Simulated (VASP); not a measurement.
# Hg (Pm-3m) in VASP: settings compared

Hg is run at these levels: PBE, r2SCAN; tasks: single point.

All numbers are computed with VASP 6.6.1; they aren't measurements. Logs are shortened: lines on timing, memory, paths and dates and some standing lists are left out, and cuts for length are marked.

**1. The cell of the first run**

Symmetry: Pm-3m, No. 221, cubic system. The conventional cell has a = 3.131 Å, b = 3.131 Å, c = 3.131 Å, α = 90.00°, β = 90.00°, γ = 90.00°. Hg (site symmetry m-3m) has 6 Hg at 3.13 Å within 4.1 Å.

**2. Single point, PBE**

Contents of INCAR:

```
SYSTEM = Hg
PREC = Accurate
ENCUT = 520
EDIFF = 1E-7
ISMEAR = -1
SIGMA = 0.06122561905347299
LREAL = .FALSE.
LASPH = .TRUE.
NELM = 100
ALGO = Normal
ISIF = 2
LWAVE = .FALSE.
LCHARG = .FALSE.
GGA = PE
NBANDS = 12
```

Contents of KPOINTS:

```
Automatic mesh
0
G
  12 12 12
  0 0 0
```

Contents of POSCAR:

```
Hg
1.0
    3.1305110744      0.0000000000      0.0000000000
    0.0000000000      3.1305110744      0.0000000000
    0.0000000000      0.0000000000      3.1305110744
Hg
1
Direct
    0.0000000000      0.0000000000      0.0000000000
```

Potentials or basis: VASP PAW PBE potentials, release 64 (Hg).

The run is started by

```
$ cat potpaw_PBE.64/Hg/POTCAR > POTCAR
$ mpirun -np 1 vasp_std > vasp.out
```

OUTCAR:

```text
SYSTEM = Hg
   PREC = Accurate
   ENCUT = 520
   EDIFF = 1E-7
   ISMEAR = -1
   LREAL = .FALSE.
   LASPH = .TRUE.
   NELM = 100
   ISIF = 2
   GGA = PE

 ion  position               nearest neighbor table
   1  0.000  0.000  0.000-

  LATTYP: Found a simple cubic cell.
 ALAT       =     3.1305110744

  Lattice vectors:

 A1 = (   3.1305110744,   0.0000000000,   0.0000000000)
 A2 = (   0.0000000000,   3.1305110744,   0.0000000000)
 A3 = (   0.0000000000,   0.0000000000,   3.1305110744)

Analysis of symmetry for initial positions (statically):
=====================================================================
 Subroutine PRICEL returns:
 Original cell was already a primitive cell.

 Routine SETGRP: Setting up the symmetry group for a
 simple cubic supercell.

 Subroutine GETGRP returns: Found 48 space group operations
 (whereof 48 operations were pure point group operations)
 out of a pool of 48 trial point group operations.

The static configuration has the point symmetry O_h .

Analysis of symmetry for dynamics (positions and initial velocities):
=====================================================================
 Subroutine PRICEL returns:
 Original cell was already a primitive cell.

 Routine SETGRP: Setting up the symmetry group for a
 simple cubic supercell.

 Subroutine GETGRP returns: Found 48 space group operations
 (whereof 48 operations were pure point group operations)
 out of a pool of 48 trial point group operations.

The dynamic configuration has the point symmetry O_h .

 Subroutine INISYM returns: Found 48 space group operations
 (whereof 48 operations are pure point group operations),
 and found     1 'primitive' translations

----------------------------------------------------------------------------------------

                                     Primitive cell

  volume of cell :      30.6793

  direct lattice vectors                    reciprocal lattice vectors
     3.130511074  0.000000000  0.000000000     0.319436659  0.000000000  0.000000000
     0.000000000  3.130511074  0.000000000     0.000000000  0.319436659  0.000000000
     0.000000000  0.000000000  3.130511074     0.000000000  0.000000000  0.319436659

  length of vectors
     3.130511074  3.130511074  3.130511074     0.319436659  0.319436659  0.319436659

  position of ions in fractional coordinates (direct lattice)
     0.000000000  0.000000000  0.000000000

  ion indices of the primitive-cell ions
   primitive index   ion index
                 1           1

----------------------------------------------------------------------------------------

 KPOINTS: Automatic mesh

Automatic generation of k-mesh.
 Grid dimensions read from file:
 generate k-points for:   12   12   12

 Generating k-lattice:

  Cartesian coordinates                     Fractional coordinates (reciprocal lattice)
     0.026619722  0.000000000  0.000000000     0.083333333  0.000000000  0.000000000
     0.000000000  0.026619722  0.000000000     0.000000000  0.083333333  0.000000000
     0.000000000  0.000000000  0.026619722     0.000000000  0.000000000  0.083333333

  Length of vectors
     0.026619722  0.026619722  0.026619722

  Shift w.r.t. Gamma in fractional coordinates (k-lattice)
     0.000000000  0.000000000  0.000000000

 Subroutine IBZKPT returns following result:
 ===========================================

 Found     84 irreducible k-points:

 Following reciprocal coordinates:
            Coordinates               Weight
  0.000000  0.000000  0.000000      1.000000
  0.083333  0.000000  0.000000      6.000000
  0.166667  0.000000  0.000000      6.000000
  0.250000  0.000000  0.000000      6.000000
  0.333333  0.000000  0.000000      6.000000
  0.416667  0.000000  0.000000      6.000000
[... 16 lines left out ...]
  0.333333  0.333333  0.000000     12.000000
  0.416667  0.333333  0.000000     24.000000
 [... further k-points ...]
   k-points           NKPTS =     84   k-points in BZ     NKDIM =     84   number of bands    NBANDS=     12
   number of dos      NEDOS =    301   number of ions     NIONS =      1
   total plane-waves  NPLWV =  13824
   dimension x,y,z NGX =    24 NGY =   24 NGZ =   24
   dimension x,y,z NGXF=    48 NGYF=   48 NGZF=   48
   ions per type =               1
   NGX,Y,Z   is equivalent  to a cutoff of  12.75, 12.75, 12.75 a.u.
   NGXF,Y,Z  is equivalent  to a cutoff of  25.49, 25.49, 25.49 a.u.
 SYSTEM =  Hg
   PREC   = accura    normal or accurate (medium, high low for compatibility)
   ISTART =      0    job   : 0-new  1-cont  2-samecut
   ICHARG =      2    charge: 1-file 2-atom 10-const
   ISPIN  =      1    spin polarized calculation?
   LNONCOLLINEAR =      F non collinear calculations
   LSORBIT =      F    spin-orbit coupling
   LASPH  =      T    aspherical Exc in radial PAW
   ENCUT  =  520.0 eV  38.22 Ry    6.18 a.u.   5.82  5.82  5.82*2*pi/ulx,y,z
   NELM   =    100;   NELMIN=  2; NELMDL= -5     # of ELM steps
   EDIFF  = 0.1E-06   stopping-criterion for ELM
   LREAL  =      F    real-space projection
   EDIFFG = 0.1E-05   stopping-criterion for IOM
   NSW    =      0    number of steps for IOM
   IBRION =     -1    ionic relax: 0-MD 1-quasi-New 2-CG
   NFREE  =      0    steps in history (QN), initial steepest desc. (CG)
   ISIF   =      2    stress and relaxation
   ISYM   =      2    0-nonsym 1-usesym 2-fastsym
   POTIM  = 0.5000    time-step for ionic-motion
   TEBEG  =    0.0;   TEEND  =   0.0 temperature during run
   PSTRESS=    0.0 pullay stress
   NELECT =      12.0000    total number of electrons
   NUPDOWN=      -1.0000    fix difference up-down
   EMIN   =  10.00;   EMAX   =-10.00  energy-range for DOS
   EFERMI =   0.00;   METHOD = LEGACY
   ISMEAR =    -1;   SIGMA  =   0.06  broadening in eV -4-tet -1-fermi 0-gaus
   EFERMI_NEDOS =   21; number of points for ismear=-14 and -15
   IALGO  =     38    algorithm
   IMIX   =      4    mixing-type and parameters
     AMIX     =   0.40;   BMIX     =  1.00
     AMIX_MAG =   1.60;   BMIX_MAG =  1.00
  volume/ion in A,a.u.               =      30.68       207.03
  Fermi-wavevector in a.u.,A,eV,Ry     =   1.197255  2.262484 19.502858  1.433420
  Thomas-Fermi vector in A             =   2.333175
   LORBIT       =      0    0 simple, 1 ext, 2 COOP (PROOUT), +10 PAW based schemes
   GGA     = PE    functional components
   LHFCALC =     F    Hartree Fock is set to
   AEXX    =    0.0000 exact exchange contribution
   IVDW    =     0    specifies the selected vdW correction
   LEPSILON=     F    determine dielectric tensor
   LRPA    =     F    only Hartree local field effects (RPA)
 non-spin polarized calculation
  energy-cutoff  :      520.00
  volume of cell :       30.68
 maximum number of plane-waves:       844
 NGX is ok and might be reduce to    24
   NGX = 11   NGY = 11   NGZ = 11

 number of electron      11.9999997 magnetization

 Free energy of the ion-electron system (eV)
  ---------------------------------------------------
  ext. energy  EPLUGINS =         0.00000000
  ---------------------------------------------------
  free energy    TOTEN  =        -0.16348189 eV

  energy without entropy =       -0.15727859  energy(sigma->0) =       -0.16038024

 E-fermi :   1.1457     XC(G=0):  -9.3618

 val. band max:        1.1308788156   @ k =   0.5000   0.2500   0.0000
 cond. band min:       1.1487473681   @ k =   0.4167   0.0833   0.0000
 fundamental gap:      0.0178685525
 Fermi energy:         1.1456924635

 k-point     1 :       0.0000    0.0000    0.0000
  band No.  band energies     occupation
      1      -6.4029      2.00000
      2      -6.3710      2.00000
      3      -6.3710      2.00000
      4      -4.7509      2.00000
      5      -4.7509      2.00000
      6      -4.7509      2.00000
      7      10.4712      0.00000
      8      10.4712      0.00000
      9      10.4712      0.00000
     10      13.5100      0.00000
     11      15.3101      0.00000
     12      15.3101      0.00000

 k-point     2 :       0.0833    0.0000    0.0000
  band No.  band energies     occupation
      1      -6.3622      2.00000
      2      -6.3591      2.00000
      3      -6.2339      2.00000
      4      -4.7866      2.00000
      5      -4.7866      2.00000
      6      -4.7479      2.00000
      7       9.1920      0.00000
      8      10.6287      0.00000
      9      10.6287      0.00000
     10      14.0022      0.00000
     11      15.2972      0.00000
     12      16.2977      0.00000

 k-point     3 :       0.1667    0.0000    0.0000
  band No.  band energies     occupation
      1      -6.3378      2.00000
      2      -6.2937      2.00000
      3      -5.7666      2.00000
      4      -4.8822      2.00000
      5      -4.8822      2.00000
      6      -4.7398      2.00000
      7       7.0544      0.00000
      8      11.0823      0.00000
      9      11.0823      0.00000
     10      14.3374      0.00000
     11      15.2593      0.00000
     12      18.6957      0.00000

 k-point     4 :       0.2500    0.0000    0.0000
  band No.  band energies     occupation
      1      -6.3044      2.00000
      2      -6.2041      2.00000
      3      -5.0090      2.00000
      4      -5.0090      2.00000
      5      -5.0025      2.00000
      6      -4.7285      2.00000
      7       4.8916      0.00000
      8      11.7767      0.00000
      9      11.7767      0.00000
     10      14.6195      0.00000
     11      15.2000      0.00000
     12      21.0137      0.00000

 k-point     5 :       0.3333    0.0000    0.0000
  band No.  band energies     occupation
      1      -6.2706      2.00000
      2      -6.1124      2.00000
      3      -5.1318      2.00000
      4      -5.1318      2.00000
      5      -4.7173      2.00000
      6      -3.9717      2.00000
      7       2.8472      0.00000
      8      12.6131      0.00000
      9      12.6131      0.00000
     10      14.9527      0.00000
     11      15.1309      0.00000
     12      19.9046      0.00000
[... 228 lines left out ...]
      1      -6.0972      2.00000
      2      -5.7071      2.00000
      3      -5.2090      2.00000
      4      -5.1816      2.00000
      5      -4.9502      2.00000
      6      -2.0171      2.00000
      7       2.1140      0.00000
      8       7.5945      0.00000
      9      11.6189      0.00000
     10      14.8980      0.00000
     11      16.0877      0.00000
     12      18.8217      0.00000

 k-point    22 :       0.5000    0.2500    0.0000
  band No.  band energies     occupation
      1      -6.0848      2.00000
      2      -5.7432      2.00000
      3      -5.2121      2.00000
      4      -5.1743      2.00000
      5      -4.9461      2.00000
      6      -1.2570      2.00000
      7       1.1309      1.12039
      8       8.0356      0.00000
      9      10.9890      0.00000
     10      15.3339      0.00000
     11      16.2159      0.00000
     12      18.5499      0.00000

 k-point    23 :       0.3333    0.3333    0.0000
  band No.  band energies     occupation
      1      -6.0840      2.00000
      2      -5.7838      2.00000
      3      -5.0882      2.00000
      4      -5.0695      2.00000
      5      -4.9804      2.00000
      6      -2.3687      2.00000
      7       4.2844      0.00000
      8       5.0801      0.00000
      9      11.3756      0.00000
     10      14.9463      0.00000
     11      16.2483      0.00000
     12      19.0142      0.00000

 k-point    24 :       0.4167    0.3333    0.0000
  band No.  band energies     occupation
      1      -6.0501      2.00000
      2      -5.9068      2.00000
      3      -5.1627      2.00000
      4      -5.0656      2.00000
      5      -4.7769      2.00000
      6      -1.3363      2.00000
      7       2.7851      0.00000
      8       5.5021      0.00000
      9      10.1039      0.00000
     10      15.8795      0.00000
     11      16.6781      0.00000
     12      18.5065      0.00000

 [... further k-points ...]

------------------------ aborting loop because EDIFF is reached ----------------------------------------

  FORCE on cell =-STRESS in cart. coord.  units (eV):
  Direction    XX          YY          ZZ          XY          YZ          ZX
  --------------------------------------------------------------------------------------
  -------------------------------------------------------------------------------------
  Total       -0.0236827     -0.0236827     -0.0236827      0.0000000      0.0000000      0.0000000
  in kB       -1.2367915     -1.2367915     -1.2367915      0.0000000      0.0000000      0.0000000
  external PRESSURE =      -1.2367915 kB  Pullay stress =       0.0000000 kB

 VOLUME and BASIS-vectors are now :
 -----------------------------------------------------------------------------
  energy-cutoff  :      520.00
  volume of cell :       30.68
      direct lattice vectors                 reciprocal lattice vectors
     3.130511074  0.000000000  0.000000000     0.319436659  0.000000000  0.000000000
     0.000000000  3.130511074  0.000000000     0.000000000  0.319436659  0.000000000
     0.000000000  0.000000000  3.130511074     0.000000000  0.000000000  0.319436659

 POSITION                                       TOTAL-FORCE (eV/Angst)
 -----------------------------------------------------------------------------------
      0.00000      0.00000      0.00000         0.000000      0.000000      0.000000
 -----------------------------------------------------------------------------------
    total drift:                                0.000000      0.000000      0.000000

  FREE ENERGIE OF THE ION-ELECTRON SYSTEM (eV)
  ---------------------------------------------------
  free  energy   TOTEN  =        -0.1634818886 eV

  energy  without entropy=       -0.1572785854  energy(sigma->0) =       -0.16038024
```

Wall time 6.1 s (1 thread of Intel Xeon 6975P-C (Granite Rapids), shared host); peak memory 0.15 GiB.

What came out:

```
Free energy            : -0.1635 eV
Pressure               : -0.1 GPa
Band gap on the k mesh : zero (band 6 reaches 4.51 eV, above the bottom of band 7 at -0.09 eV)
```

Levels at points of the mesh, in eV from the Fermi level:
| k point | band 2 | band 3 | band 4 | band 5 | band 6 | band 7 | band 8 | band 9 | band 10 | band 11 |
| --- | --- | --- | --- | --- | --- | --- | --- | --- | --- | --- |
| (0.00, 0.00, 0.00) | -7.52 | -7.52 | -5.90 | -5.90 | -5.90 | 9.33 | 9.33 | 9.33 | 12.36 | 14.16 |
| (0.50, 0.00, 0.00) | -7.16 | -6.40 | -6.40 | -5.85 | -2.99 | -1.23 | 12.62 | 12.62 | 13.90 | 14.35 |
| (0.50, 0.50, 0.00) | -7.14 | -6.32 | -6.32 | -5.42 | 0.02 | 1.58 | 1.58 | 6.95 | 16.72 | 16.78 |
| (0.50, 0.50, 0.50) | -7.09 | -7.09 | -5.39 | -5.39 | 3.36 | 4.42 | 4.42 | 4.42 | 8.67 | 10.44 |

Caveat: spin-orbit coupling is left out, which moves the levels of the heavy elements.

**3. Single point, r2SCAN**

This run uses another cell than the first one, of 27.67 Å³/atom, 0.902 times its volume.

Contents of POSCAR:

```
Hg
1.0
    3.0246685897      0.0000000000      0.0000000000
    0.0000000000      3.0246685897      0.0000000000
    0.0000000000      0.0000000000      3.0246685897
Hg
1
Direct
    0.0000000000      0.0000000000      0.0000000000
```

Contents of INCAR.step1:

```
PREC = Accurate
ENCUT = 520
ISMEAR = -1
SIGMA = 0.1
LREAL = False
LASPH = True
NELM = 60
NBANDS = 12
GGA = PE
ALGO = Normal
EDIFF = 1E-4
LWAVE = True
LCHARG = False
```

Contents of INCAR.step2:

```
PREC = Accurate
ENCUT = 520
EDIFF = 1E-6
ISMEAR = -1
SIGMA = 0.1
LREAL = False
LASPH = True
NELM = 60
ALGO = Normal
ISIF = 2
LWAVE = False
LCHARG = False
METAGGA = R2SCAN
LMIXTAU = True
NBANDS = 12
ISTART = 1
```

Contents of KPOINTS:

```
regular mesh
0
Gamma
  11 11 11
```

Potentials or basis: VASP PAW PBE potentials, release 64 (Hg).

The run is started by

```
$ cat potpaw_PBE.64/Hg/POTCAR > POTCAR
$ cp INCAR.step1 INCAR
$ mpirun -np 1 vasp_std > vasp.out
$ cp INCAR.step2 INCAR
$ mpirun -np 1 vasp_std > vasp.out
```

It took 15 s on 1 thread of Intel Xeon 6975P-C (Granite Rapids), shared host; peak memory 0.15 GiB.

Results (log left out):

```
Free energy            : -49.3522 eV
Pressure               : 0.0 GPa
Band gap on the k mesh : zero (band 6 reaches 4.55 eV, above the bottom of band 7 at 0.63 eV)
```

Levels at points of the mesh, in eV from the Fermi level:
| k point | band 2 | band 3 | band 4 | band 5 | band 6 | band 7 | band 8 | band 9 | band 10 | band 11 |
| --- | --- | --- | --- | --- | --- | --- | --- | --- | --- | --- |
| (0.00, 0.00, 0.00) | -8.27 | -8.27 | -6.23 | -6.23 | -6.23 | 10.32 | 10.32 | 10.32 | 13.77 | 15.75 |

Caveat: the PAW data sets were made with another functional, which shifts forces and pressure a little; spin-orbit coupling is left out, which moves the levels of the heavy elements.

**4. Single point, r2SCAN**

This run uses another cell than the first one, of 27.67 Å³/atom, 0.902 times its volume.

POSCAR is that of step 3.

Contents of INCAR.step1:

```
SYSTEM = Hg
PREC = Accurate
ENCUT = 520
ISMEAR = -1
SIGMA = 0.1
LREAL = .FALSE.
LASPH = .TRUE.
NELM = 80
NBANDS = 12
GGA = PE
ALGO = Normal
EDIFF = 1E-4
LWAVE = .TRUE.
LCHARG = .FALSE.
```

Contents of INCAR.step2:

```
SYSTEM = Hg
PREC = Accurate
ENCUT = 520
EDIFF = 1E-7
ISMEAR = -1
SIGMA = 0.1
LREAL = .FALSE.
LASPH = .TRUE.
NELM = 80
ALGO = Normal
ISIF = 2
LWAVE = .FALSE.
LCHARG = .FALSE.
METAGGA = R2SCAN
LMIXTAU = .TRUE.
NBANDS = 12
ISTART = 1
```

Contents of KPOINTS:

```
regular mesh
0
G
  11 11 11
  0 0 0
```

The run is started by

```
$ cat potpaw_PBE.64/Hg/POTCAR > POTCAR
$ cp INCAR.step1 INCAR
$ mpirun -np 1 vasp_std > vasp.out
$ cp INCAR.step2 INCAR
$ mpirun -np 1 vasp_std > vasp.out
```

Wall time 15 s (1 thread of Intel Xeon 6975P-C (Granite Rapids), shared host); peak memory 0.15 GiB.

It converged, with:

- Free energy: -49.3522 eV
- Pressure: 0.0 GPa
- Band gap on the k mesh: zero (band 6 reaches 4.55 eV, above the bottom of band 7 at 0.63 eV)

Levels at points of the mesh, in eV from the Fermi level:
| k point | band 4 | band 5 | band 6 | band 7 | band 8 | band 9 |
| --- | --- | --- | --- | --- | --- | --- |
| (0.00, 0.00, 0.00) | -6.23 | -6.23 | -6.23 | 10.32 | 10.32 | 10.32 |

Caveat: the PAW data sets were made with another functional, which shifts forces and pressure a little; spin-orbit coupling is left out, which moves the levels of the heavy elements.

[end of part 1 of 2]
